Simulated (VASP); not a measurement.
Runs of VASP 6.6.1 on Ni2H. The typed cell holds 3 atoms: a = 2.643 Å, b = 2.643 Å, c = 4.308 Å, α = 90.00°, β = 90.00°, γ = 120.00°. 

| spin | fixed moment (μB) | pressure (GPa) | moment (μB) | largest force (eV/Å) |
| --- | --- | --- | --- | --- |
| collinear, ferromagnetic start | 1.2 | -15.3 | 1.20 | 1.07 |
| collinear, ferromagnetic start | 2.4 | -9.3 | 2.40 | 1.28 |
| collinear | 0.3 | -16.9 | 0.30 | 1.07 |
| collinear, zero start | 0.0 | -17.0 | 0.00 | 1.07 |
| collinear, ferromagnetic start | - | (b) | 0.51 | 1.06 |
| collinear, ferromagnetic start | 0.6 | -16.7 | 0.60 | 1.06 |
| collinear, ferromagnetic start | 1.8 | (a) | 1.80 | 1.18 |

Alike in all rows: task single point; level PBEsol; potentials or basis VASP PAW PBE potentials, release 64 (Ni, H); cell as given; k mesh 12 × 12 × 6; cutoff (eV) 520; smearing fermi-dirac 0.05 eV.

Problem. Estimate the missing entries.

Solution. (a) -12.9; (b) -16.8.

Caveats: the cell stands under tension; the PAW data sets were made with another functional, which shifts forces and pressure a little; the total moment is fixed, so each spin has its own Fermi level and the state may be an excited one (at least some runs); the total moment is fixed, so each spin has its own Fermi level (at least some runs).
